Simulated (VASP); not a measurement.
Input of a VASP 6.6.1 run:

File INCAR:

```
PREC = Accurate
ENCUT = 520
EDIFF = 1E-8
ISMEAR = -1
SIGMA = 0.03
LREAL = F
LASPH = T
NELM = 100
ALGO = Normal
ISIF = 2
LWAVE = F
LCHARG = F
GGA = PE
LEFG = T
NBANDS = 11
```

Contents of KPOINTS:

```
Automatic mesh
0
Gamma
  17 17 17
```

File POSCAR:

```
C
1.0
    1.2280263465      0.7090013417      3.3470108394
   -1.2280263465      0.7090013417      3.3470108394
    0.0000000000     -1.4180026834      3.3470108394
C
2
Direct
    0.1768490844      0.1627443382      0.1575816428
    0.8360000000      0.8360000000      0.8360000000
```

Potentials or basis: VASP PAW PBE potentials, release 64 (C).

The run is started by

```bash
$ cat potpaw_PBE.64/C/POTCAR > POTCAR
$ mpirun -np 1 vasp_std > vasp.out
```

(1) Estimate the pressure.

(2) Predict the band gap on the k mesh.

## Answers

(1) 5.2 GPa.

(2) 0.09 eV, direct.

Caveat: the cell differs from its parent crystal (atom 1 (C) moved by [0.017321, 0.017321, 0.017321] A); without QUAD_EFG the Cq values of the log hold for a quadrupole moment of 1 mb, not for the nuclei; forces of over 1 eV/Å act on the atoms, so gaps and moduli don't describe the material at rest.
